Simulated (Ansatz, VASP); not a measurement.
## Two plane-wave programs on Cu

Contents of INCAR:

```
SYSTEM = Cu
PREC = Accurate
ENCUT = 700
EDIFF = 1E-6
ISMEAR = -1
SIGMA = 0.05
LREAL = .FALSE.
LASPH = .TRUE.
NELM = 120
ALGO = Normal
ISIF = 2
LWAVE = .FALSE.
LCHARG = .FALSE.
GGA = PS
NBANDS = 46
GGA_COMPAT = .FALSE.
```

The input KPOINTS:

```
regular mesh
0
G
  12 12 4
  0 0 0
```

Contents of POSCAR:

```
Cu
1.0
    2.5640673725      0.0000000000      0.0000000000
   -1.2820336863      2.2205474816      0.0000000000
    0.0000000000      0.0000000000      8.3705356409
Cu
4
Direct
    0.6666666667      0.3333333333      0.7500000000
    0.0000000000      0.0000000000      0.5000000000
    0.3333333333      0.6666666667      0.2500000000
    0.0000000000      0.0000000000      0.0000000000
```

File input.yaml:

```yaml
crystal:
  lattice:
    - [2.5640673725, 0.0, 0.0]
    - [-1.2820336863, 2.2205474816, 0.0]
    - [0.0, 0.0, 8.3705356409]
  atoms:
    - { symbol: Cu, position: [0.6666666667, 0.3333333333, 0.75] }
    - { symbol: Cu, position: [0.0, 0.0, 0.5] }
    - { symbol: Cu, position: [0.3333333333, 0.6666666667, 0.25] }
    - { symbol: Cu, position: [0.0, 0.0, 0.0] }
hamiltonian:
  xc: pbesol
  pseudopotentials: { kind: paw }
kpoints:
  mp_grid: { grid: [12, 12, 4] }
scf:
  occupations: { method: fermi_dirac, width: 0.05 }
output:
  forces: true
  stress: true
  eigenvalues: true
```

Alike in both runs: task single point; functional PBEsol; k mesh 12 × 12 × 4; occupations fermi-dirac, width 0.05 eV; no spin polarisation.

```csv
,VASP,Ansatz
version,VASP 6.6.1,Ansatz 0.2.0
potentials or method,"VASP PAW PBE potentials, release 64 (Cu_sv_GW)",Ansatz PAW
plane-wave cutoff (eV),700,420
valence electrons in the cell,76,76
```

|  | VASP | Ansatz | Ansatz less VASP |
| --- | --- | --- | --- |
| gap on the k mesh at the Fermi level (eV) | none | none | - |
| pressure (GPa) | -11.9 | -7.5 | +4.39 |
| traceless stress, the component that is largest in VASP (GPa) | -0.33 | -0.32 | +0.012 |

VASP's potentials were made for PBE, not for PBEsol. A gap of «none» marks a metal or a gap that the smearing closes. One of these differences is far larger than is usual between the two programs; its cause wasn't traced.
